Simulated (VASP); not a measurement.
Input of a VASP 6.6.1 run:

File INCAR:

```
SYSTEM = MgO
PREC = Accurate
ENCUT = 750
EDIFF = 1E-6
ISMEAR = 0
SIGMA = 0.05
LREAL = .False.
LASPH = .True.
NELM = 120
ALGO = Normal
ISIF = 2
LWAVE = .False.
LCHARG = .True.
GGA = CA
LELF = .True.
LVHAR = .True.
NBANDS = 15
GGA_COMPAT = .False.
```

Contents of KPOINTS:

```
regular mesh
0
Gamma
  10 10 10
  0 0 0
```

File POSCAR:

```
MgO
1.0
    0.0133446875      2.1351500000      2.1351500000
    2.1351500000      0.0133446875      2.1351500000
    2.1484946875      2.1484946875      0.0000000000
Mg O
1 1
Direct
    0.0000000000      0.0000000000      0.0000000000
    0.5000000000      0.5000000000      0.5000000000
```

Potentials or basis: VASP PAW LDA potentials, release 64 (Mg_sv, O).

Run with:

```sh
$ cat potpaw_LDA.64/Mg_sv/POTCAR potpaw_LDA.64/O/POTCAR > POTCAR
$ mpirun -np 1 vasp_std > vasp.out
```

Task: Estimate the pressure.

Result: -11.7 GPa.

Task: Estimate the band gap on the k mesh.

Result: 4.23 eV.

Stress tensor (GPa, compression positive):
```
-11.72  -1.74   0.00
 -1.74 -11.72   0.00
  0.00   0.00 -11.75
```

Caveat: the cell differs from its parent crystal (strain +0.0125 x Voigt [0, 0, 0, 0, 0, 1]); the cell stands under tension.
